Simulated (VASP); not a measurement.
# GaAs (F-43m) in VASP: settings compared

The runs below take GaAs through single point, relaxation of cell and atoms, with r2SCAN, PBE.

Program: VASP 6.6.1. These are calculated values, not measurements. Logs are shortened: lines on timing, memory, paths and dates and some standing lists are left out, and cuts for length are marked.

## (1) The cell of the first run

The structure is cubic, space group F-43m (No. 216). Conventional cell: a = 5.745 Å, b = 5.745 Å, c = 5.745 Å, α = 90.00°, β = 90.00°, γ = 90.00°. Within 3.3 Å of Ga (site symmetry -43m) lie 4 As at 2.49 Å. Within 3.3 Å of As (site symmetry -43m) lie 4 Ga at 2.49 Å.

## (2) Single point, r2SCAN

Contents of POSCAR:

```
GaAs
1.0
    0.0000000000      2.8724896906      2.8724896906
    2.8724896906      0.0000000000      2.8724896906
    2.8724896906      2.8724896906      0.0000000000
Ga As
1 1
Direct
    0.7500000000      0.7500000000      0.7500000000
    0.5000000000      0.5000000000      0.5000000000
```

Contents of INCAR.step1:

```
ALGO     = Normal         # electronic algorithm
EDIFF    = 1E-4           # SCF threshold, eV
ENCUT    = 520            # plane-wave cutoff, eV
GGA      = PE             # functional
ISMEAR   = 0              # smearing method
LASPH    = True           # aspherical terms in the spheres
LCHARG   = False          # write CHGCAR
LREAL    = False          # projectors in reciprocal space
LWAVE    = True           # write WAVECAR
NBANDS   = 16             # bands
NELM     = 100            # most SCF steps
PREC     = Accurate       # precision mode
SIGMA    = 0.01           # smearing width, eV
```

Contents of INCAR.step2:

```
ALGO     = Normal         # electronic algorithm
EDIFF    = 1E-6           # SCF threshold, eV
ENCUT    = 520            # plane-wave cutoff, eV
ISIF     = 2              # what is computed and relaxed
ISMEAR   = 0              # smearing method
ISTART   = 1            
LASPH    = True           # aspherical terms in the spheres
LCHARG   = False          # write CHGCAR
LMIXTAU  = True         
LREAL    = False          # projectors in reciprocal space
LWAVE    = False          # write WAVECAR
METAGGA  = R2SCAN         # meta-GGA
NBANDS   = 16             # bands
NELM     = 100            # most SCF steps
PREC     = Accurate       # precision mode
SIGMA    = 0.01           # smearing width, eV
```

Contents of KPOINTS:

```
k-points
0
Gamma
  10 10 10
```

Potentials or basis: VASP PAW PBE potentials, release 64 (Ga_d, As).

Started as:

```
cat potpaw_PBE.64/Ga_d/POTCAR potpaw_PBE.64/As/POTCAR > POTCAR
cp INCAR.step1 INCAR
mpirun -np 1 vasp_std > vasp.out
cp INCAR.step2 INCAR
mpirun -np 1 vasp_std > vasp.out
```

OUTCAR:

```text
EDIFF = 1E-6
   ENCUT = 520
   ISIF = 2
   ISMEAR = 0
   ISTART = 1
   LASPH = True
   LREAL = False
   METAGGA = R2SCAN
   NELM = 100
   PREC = Accurate

 ion  position               nearest neighbor table
   1  0.750  0.750  0.750-   2 2.49   2 2.49   2 2.49   2 2.49
   2  0.500  0.500  0.500-   1 2.49   1 2.49   1 2.49   1 2.49

  LATTYP: Found a face centered cubic cell.
 ALAT       =     5.7449793812

  Lattice vectors:

 A1 = (   0.0000000000,   2.8724896906,   2.8724896906)
 A2 = (   2.8724896906,   0.0000000000,   2.8724896906)
 A3 = (   2.8724896906,   2.8724896906,   0.0000000000)

Analysis of symmetry for initial positions (statically):
=====================================================================
 Subroutine PRICEL returns:
 Original cell was already a primitive cell.

 Routine SETGRP: Setting up the symmetry group for a
 face centered cubic supercell.

 Subroutine GETGRP returns: Found 24 space group operations
 (whereof 24 operations were pure point group operations)
 out of a pool of 48 trial point group operations.

The static configuration has the point symmetry T_d .

Analysis of symmetry for dynamics (positions and initial velocities):
=====================================================================
 Subroutine PRICEL returns:
 Original cell was already a primitive cell.

 Routine SETGRP: Setting up the symmetry group for a
 face centered cubic supercell.

 Subroutine GETGRP returns: Found 24 space group operations
 (whereof 24 operations were pure point group operations)
 out of a pool of 48 trial point group operations.

The dynamic configuration has the point symmetry T_d .

 Subroutine INISYM returns: Found 24 space group operations
 (whereof 24 operations are pure point group operations),
 and found     1 'primitive' translations

----------------------------------------------------------------------------------------

                                     Primitive cell

  volume of cell :      47.4030

  direct lattice vectors                    reciprocal lattice vectors
     0.000000000  2.872489691  2.872489691    -0.174065029  0.174065029  0.174065029
     2.872489691  0.000000000  2.872489691     0.174065029 -0.174065029  0.174065029
     2.872489691  2.872489691  0.000000000     0.174065029  0.174065029 -0.174065029

  length of vectors
     4.062313878  4.062313878  4.062313878     0.301489473  0.301489473  0.301489473

  position of ions in fractional coordinates (direct lattice)
     0.750000000  0.750000000  0.750000000
     0.500000000  0.500000000  0.500000000

  ion indices of the primitive-cell ions
   primitive index   ion index
                 1           1
                 2           2

----------------------------------------------------------------------------------------

 KPOINTS: k-points

Automatic generation of k-mesh.
 Grid dimensions read from file:
 generate k-points for:   10   10   10

 Generating k-lattice:

  Cartesian coordinates                     Fractional coordinates (reciprocal lattice)
    -0.017406503  0.017406503  0.017406503     0.100000000  0.000000000  0.000000000
     0.017406503 -0.017406503  0.017406503     0.000000000  0.100000000  0.000000000
     0.017406503  0.017406503 -0.017406503     0.000000000  0.000000000  0.100000000

  Length of vectors
     0.030148947  0.030148947  0.030148947

  Shift w.r.t. Gamma in fractional coordinates (k-lattice)
     0.000000000  0.000000000  0.000000000

 Subroutine IBZKPT returns following result:
 ===========================================

 Found     47 irreducible k-points:

 Following reciprocal coordinates:
            Coordinates               Weight
  0.000000  0.000000  0.000000      1.000000
  0.100000  0.000000  0.000000      8.000000
  0.200000  0.000000  0.000000      8.000000
  0.300000  0.000000  0.000000      8.000000
  0.400000  0.000000  0.000000      8.000000
  0.500000  0.000000  0.000000      4.000000
[... 16 lines left out ...]
  0.300000  0.300000  0.000000      6.000000
  0.400000  0.300000  0.000000     24.000000
 [... further k-points ...]
   k-points           NKPTS =     47   k-points in BZ     NKDIM =     47   number of bands    NBANDS=     16
   number of dos      NEDOS =    301   number of ions     NIONS =      2
   total plane-waves  NPLWV =  27000
   dimension x,y,z NGX =    30 NGY =   30 NGZ =   30
   dimension x,y,z NGXF=    60 NGYF=   60 NGZF=   60
   ions per type =               1   1
   NGX,Y,Z   is equivalent  to a cutoff of  12.28, 12.28, 12.28 a.u.
   NGXF,Y,Z  is equivalent  to a cutoff of  24.55, 24.55, 24.55 a.u.
 SYSTEM =  unknown system
   PREC   = accura    normal or accurate (medium, high low for compatibility)
   ISTART =      1    job   : 0-new  1-cont  2-samecut
   ICHARG =      0    charge: 1-file 2-atom 10-const
   ISPIN  =      1    spin polarized calculation?
   LNONCOLLINEAR =      F non collinear calculations
   LSORBIT =      F    spin-orbit coupling
   LASPH  =      T    aspherical Exc in radial PAW
   ENCUT  =  520.0 eV  38.22 Ry    6.18 a.u.   7.55  7.55  7.55*2*pi/ulx,y,z
   NELM   =    100;   NELMIN=  2; NELMDL=  0     # of ELM steps
   EDIFF  = 0.1E-05   stopping-criterion for ELM
   LREAL  =      F    real-space projection
   EDIFFG = 0.1E-04   stopping-criterion for IOM
   NSW    =      0    number of steps for IOM
   IBRION =     -1    ionic relax: 0-MD 1-quasi-New 2-CG
   NFREE  =      0    steps in history (QN), initial steepest desc. (CG)
   ISIF   =      2    stress and relaxation
   ISYM   =      2    0-nonsym 1-usesym 2-fastsym
   POTIM  = 0.5000    time-step for ionic-motion
   TEBEG  =    0.0;   TEEND  =   0.0 temperature during run
   PSTRESS=    0.0 pullay stress
   NELECT =      18.0000    total number of electrons
   NUPDOWN=      -1.0000    fix difference up-down
   EMIN   =  10.00;   EMAX   =-10.00  energy-range for DOS
   EFERMI =   0.00;   METHOD = LEGACY
   ISMEAR =     0;   SIGMA  =   0.01  broadening in eV -4-tet -1-fermi 0-gaus
   EFERMI_NEDOS =   21; number of points for ismear=-14 and -15
   IALGO  =     38    algorithm
   IMIX   =      4    mixing-type and parameters
     AMIX     =   0.40;   BMIX     =  1.00
     AMIX_MAG =   1.60;   BMIX_MAG =  1.00
  volume/ion in A,a.u.               =      23.70       159.95
  Fermi-wavevector in a.u.,A,eV,Ry     =   1.185488  2.240248 19.121383  1.405382
  Thomas-Fermi vector in A             =   2.321681
   LORBIT       =      0    0 simple, 1 ext, 2 COOP (PROOUT), +10 PAW based schemes
   METAGGA = R2SCAN    functional components
   LHFCALC =     F    Hartree Fock is set to
   AEXX    =    0.0000 exact exchange contribution
   IVDW    =     0    specifies the selected vdW correction
   LEPSILON=     F    determine dielectric tensor
   LRPA    =     F    only Hartree local field effects (RPA)
 non-spin polarized calculation
 Gauss-broadening in eV      SIGMA  =   0.01
  energy-cutoff  :      520.00
  volume of cell :       47.40
 maximum number of plane-waves:      1298
   NGX = 15   NGY = 15   NGZ = 15

 number of electron      17.9999987 magnetization

 Free energy of the ion-electron system (eV)
  ---------------------------------------------------
  ext. energy  EPLUGINS =         0.00000000
  ---------------------------------------------------
  free energy    TOTEN  =       -27.04030662 eV

  energy without entropy =      -27.04030662  energy(sigma->0) =      -27.04030662

 E-fermi :   3.3044     XC(G=0): -10.0271

 val. band max:        3.2360805984   @ k =   0.0000   0.0000   0.0000
 cond. band min:       3.8513151870   @ k =   0.0000   0.0000   0.0000
 fundamental gap:      0.6152345887
 Fermi energy:         3.3044138292

 k-point     1 :       0.0000    0.0000    0.0000
  band No.  band energies     occupation
      1     -11.9223      2.00000
      2     -11.9223      2.00000
      3     -11.9223      2.00000
      4     -11.8443      2.00000
      5     -11.8443      2.00000
      6      -9.6292      2.00000
[... 8 lines left out ...]
     15      13.7530      0.00000
     16      13.7530      0.00000

 k-point     2 :       0.1000    0.0000    0.0000
  band No.  band energies     occupation
      1     -11.9302      2.00000
      2     -11.9202      2.00000
      3     -11.9201      2.00000
      4     -11.8444      2.00000
      5     -11.8444      2.00000
      6      -9.5140      2.00000
[... 8 lines left out ...]
     15      13.1339      0.00000
     16      13.1339      0.00000

 k-point     3 :       0.2000    0.0000    0.0000
  band No.  band energies     occupation
      1     -11.9498      2.00000
      2     -11.9149      2.00000
      3     -11.9149      2.00000
      4     -11.8443      2.00000
      5     -11.8443      2.00000
      6      -9.1836      2.00000
[... 8 lines left out ...]
     15      12.6536      0.00000
     16      12.8054      0.00000

 k-point     4 :       0.3000    0.0000    0.0000
  band No.  band energies     occupation
      1     -11.9719      2.00000
      2     -11.9092      2.00000
      3     -11.9092      2.00000
      4     -11.8434      2.00000
      5     -11.8434      2.00000
      6      -8.6922      2.00000
[... 8 lines left out ...]
     15      13.0207      0.00000
     16      13.0207      0.00000

 k-point     5 :       0.4000    0.0000    0.0000
  band No.  band energies     occupation
      1     -11.9884      2.00000
      2     -11.9053      2.00000
      3     -11.9053      2.00000
      4     -11.8419      2.00000
      5     -11.8419      2.00000
      6      -8.1760      2.00000
[... 8 lines left out ...]
     15      14.2363      0.00000
     16      14.2364      0.00000

 k-point     6 :       0.5000    0.0000    0.0000
  band No.  band energies     occupation
      1     -11.9945      2.00000
      2     -11.9041      2.00000
      3     -11.9040      2.00000
      4     -11.8411      2.00000
      5     -11.8411      2.00000
      6      -7.9277      2.00000
[... 8 lines left out ...]
     15      15.5579      0.00000
     16      15.5579      0.00000
[... 267 lines left out ...]
 k-point    21 :      -0.3000    0.2000    0.0000
  band No.  band energies     occupation
      1     -11.9928      2.00000
      2     -11.9006      2.00000
      3     -11.8998      2.00000
      4     -11.8452      2.00000
      5     -11.8436      2.00000
      6      -8.0265      2.00000
[... 8 lines left out ...]
     15      13.8870      0.00000
     16      15.8159      0.00000

 k-point    22 :      -0.2000    0.2000    0.0000
  band No.  band energies     occupation
      1     -11.9787      2.00000
      2     -11.9063      2.00000
      3     -11.9040      2.00000
      4     -11.8467      2.00000
      5     -11.8424      2.00000
      6      -8.5220      2.00000
[... 8 lines left out ...]
     15      14.3043      0.00000
     16      14.9770      0.00000

 k-point    23 :       0.3000    0.3000    0.0000
  band No.  band energies     occupation
      1     -11.9952      2.00000
      2     -11.8935      2.00000
      3     -11.8935      2.00000
      4     -11.8577      2.00000
      5     -11.8366      2.00000
      6      -8.3621      2.00000
[... 8 lines left out ...]
     15      15.2229      0.00000
     16      16.1041      0.00000

 k-point    24 :       0.4000    0.3000    0.0000
  band No.  band energies     occupation
      1     -12.0066      2.00000
      2     -11.8892      2.00000
      3     -11.8880      2.00000
      4     -11.8595      2.00000
      5     -11.8355      2.00000
      6      -7.9392      2.00000
[... 8 lines left out ...]
     15      15.9333      0.00000
     16      16.4533      0.00000

 [... further k-points ...]
[... 5 lines left out ...]
  --------------------------------------------------------------------------------------
  -------------------------------------------------------------------------------------
  Total       -0.7757184     -0.7757184     -0.7757184     -0.0000000     -0.0000000     -0.0000000
  in kB      -26.2185838    -26.2185838    -26.2185838     -0.0000000     -0.0000000     -0.0000000
  external PRESSURE =     -26.2185838 kB  Pullay stress =       0.0000000 kB

 VOLUME and BASIS-vectors are now :
 -----------------------------------------------------------------------------
  energy-cutoff  :      520.00
  volume of cell :       47.40
      direct lattice vectors                 reciprocal lattice vectors
     0.000000000  2.872489691  2.872489691    -0.174065029  0.174065029  0.174065029
     2.872489691  0.000000000  2.872489691     0.174065029 -0.174065029  0.174065029
     2.872489691  2.872489691  0.000000000     0.174065029  0.174065029 -0.174065029

 POSITION                                       TOTAL-FORCE (eV/Angst)
 -----------------------------------------------------------------------------------
      4.30873      4.30873      4.30873         0.000000     -0.000000     -0.000000
      2.87249      2.87249      2.87249         0.000000      0.000000      0.000000
 -----------------------------------------------------------------------------------
    total drift:                                0.000002      0.000002      0.000002

  FREE ENERGIE OF THE ION-ELECTRON SYSTEM (eV)
  ---------------------------------------------------
  free  energy   TOTEN  =       -27.0403066241 eV

  energy  without entropy=      -27.0403066241  energy(sigma->0) =      -27.04030662
```

Wall time 57 s (1 thread of Intel Xeon 6975P-C (Granite Rapids), shared host); peak memory 0.19 GiB.

What came out:

* Free energy: -27.0403 eV
* Pressure: -2.6 GPa
* Band gap on the k mesh: 0.62 eV, direct

Caveat: the PAW data sets were made with another functional, which shifts forces and pressure a little. r2SCAN opens gaps a little over a GGA but as a rule still falls short of measured ones.

(Part 1 of 2 ends here.)
